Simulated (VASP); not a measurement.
Wanted: the native input for a VASP 6.6.1 run.

- Task: single point
- Functional: PBE
- Potentials or basis: VASP PAW PBE potentials, release 64 (In_d, Pd)
- Cutoff: 520 eV
- k mesh: 7 × 7 × 7
- Occupations: gaussian, width 0.005 eV
- Spin: no spin polarisation
- Dipole correction: no
- Further INCAR settings: ALGO = Fast; EDIFF = 1e-07; NBANDS = 18

The structure of InPd lies in POSCAR:

```
InPd
1.0
    3.2718847800      0.0000000000      0.0000000000
    0.0000000000      3.2718847800      0.0000000000
    0.0000000000      0.0000000000      3.2718847800
In Pd
1 1
Direct
    0.0000000000      0.0000000000      0.0000000000
    0.5000000000      0.5000000000      0.5000000000
```

One way to write it, as run:

INCAR

```
SYSTEM = InPd
ALGO = Fast
EDIFF = 1E-7
ENCUT = 520
GGA = PE
ISIF = 2
ISMEAR = 0
LASPH = .True.
LCHARG = .False.
LREAL = .False.
LWAVE = .False.
NBANDS = 18
NELM = 100
PREC = Accurate
SIGMA = 0.005
```

KPOINTS

```
k-points
0
Gamma
  7 7 7
  0 0 0
```

Potentials or basis: VASP PAW PBE potentials, release 64 (In_d, Pd).

The run is started by

```bash
$ cat potpaw_PBE.64/In_d/POTCAR potpaw_PBE.64/Pd/POTCAR > POTCAR
$ mpirun -np 1 vasp_std > vasp.out
```

It gave:

The pressure is 4.3 GPa.

Wall time 11 s on 1 thread of Intel(R) Xeon(R) Platinum 8259CL CPU @ 2.50GHz (Skylake/Cascade Lake), with other jobs on the host, peak memory 0.14 GiB.
